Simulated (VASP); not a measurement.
Write the native input for VASP 6.6.1 that does the following.

| Item | Value |
| --- | --- |
| Task | single point |
| Functional | LDA |
| Potentials or basis | VASP PAW LDA potentials, release 64 (B, N) |
| Cutoff | 520 eV |
| k mesh | 12 × 12 × 6 |
| Occupations | gaussian, width 0.02 eV |
| Spin | no spin polarisation |
| Dipole correction | no |
| Further INCAR settings | ALGO = Normal; EDIFF = 1e-07; NBANDS = 16 |

The structure of BN lies in POSCAR:

```
BN
1.0
    2.5226742833      0.0000000000      0.0000000000
   -1.2613371416      2.1847000148      0.0000000000
    0.0000000000      0.0000000000      4.1744161463
B N
2 2
Direct
    0.6666666667      0.3333333333      0.9997116891
    0.3333333333      0.6666666667      0.4997116891
    0.6666666667      0.3333333333      0.6252883109
    0.3333333333      0.6666666667      0.1252883109
```

The input as run:

INCAR

```
PREC = Accurate ; ENCUT = 520
EDIFF = 1E-7 ; ISMEAR = 0
SIGMA = 0.02 ; LREAL = F
LASPH = T ; NELM = 60
ALGO = Normal ; ISIF = 2
LWAVE = F ; LCHARG = T
GGA = CA ; LELF = T
LVHAR = T ; NBANDS = 16
```

KPOINTS

```
regular mesh
0
Gamma
  12 12 6
```

Potentials or basis: VASP PAW LDA potentials, release 64 (B, N).

Launch:

```console
$ cat potpaw_LDA.64/B/POTCAR potpaw_LDA.64/N/POTCAR > POTCAR
$ mpirun -np 1 vasp_std > vasp.out
```

It gave:

```
Pressure               : 1.2 GPa
Largest force          : 0.005 eV/Å
Band gap on the k mesh : 4.90 eV (least direct gap 8.28 eV)
```

Wall time 34 s on 1 thread of Intel Xeon 8259CL, on a shared host, peak memory 0.13 GiB.
